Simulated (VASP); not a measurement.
Write the native input for VASP 6.6.1 that does the following.

```yaml
Task: single point
Functional: r2SCAN
Potentials_or_basis: VASP PAW PBE potentials, release 64 (B, N)
Cutoff: 520 eV
k_mesh: 12 × 12 × 12
Occupations: gaussian, width 0.05 eV
Spin: no spin polarisation
Dipole_correction: no
Further_INCAR_settings: ALGO = Normal; EDIFF = 1e-06; NBANDS = 11
```

Crystal: BN.

```
CELL_PARAMETERS angstrom
0.00000 1.81300 1.81300
1.81300 0.00000 1.81300
1.81300 1.81300 0.00000
ATOMIC_POSITIONS crystal
B 0.00000 0.00000 0.00000
N 0.85342 0.64658 0.85342
```

This cell differs from its parent crystal: all N atoms moved +0.375 Å, as atom 2 along Cartesian [0 1 0].

The input as run:

POSCAR

```
BN
1.0
    0.0000000000      1.8130010000      1.8130010000
    1.8130010000      0.0000000000      1.8130010000
    1.8130010000      1.8130010000      0.0000000000
B N
1 1
Direct
    0.0000000000      0.0000000000      0.0000000000
    0.8534196892      0.6465803108      0.8534196892
```

INCAR.step1

```
PREC = Accurate ; ENCUT = 520
ISMEAR = 0 ; SIGMA = 0.05
LREAL = F ; LASPH = T
NELM = 60 ; NBANDS = 11
GGA = PE ; ALGO = Normal
EDIFF = 1E-4 ; LWAVE = T
LCHARG = F
```

INCAR.step2

```
PREC = Accurate ; ENCUT = 520
EDIFF = 1E-6 ; ISMEAR = 0
SIGMA = 0.05 ; LREAL = F
LASPH = T ; NELM = 60
ALGO = Normal ; ISIF = 2
LWAVE = F ; LCHARG = F
METAGGA = R2SCAN ; LMIXTAU = T
NBANDS = 11 ; ISTART = 1
```

KPOINTS

```
Automatic mesh
0
Gamma
  12 12 12
```

Potentials or basis: VASP PAW PBE potentials, release 64 (B, N).

Command:

```sh
$ cat potpaw_PBE.64/B/POTCAR potpaw_PBE.64/N/POTCAR > POTCAR
$ cp INCAR.step1 INCAR
$ mpirun -np 1 vasp_std > vasp.out
$ cp INCAR.step2 INCAR
$ mpirun -np 1 vasp_std > vasp.out
```

Results of the run:

```json
{"Pressure": "31.7 GPa", "Largest force": "6.307 eV/Å", "Band gap on the k mesh": "2.16 eV (least direct gap 6.75 eV)"}
```

Caveat: the cell differs from its parent crystal (all N atoms moved +0.375 Å, as atom 2 along Cartesian [0 1 0]); the cell stands under pressure; the PAW data sets were made with another functional, which shifts forces and pressure a little.

It took 2.5 min on 1 thread of Intel Xeon 8259CL, on a shared host, peak memory 0.15 GiB.
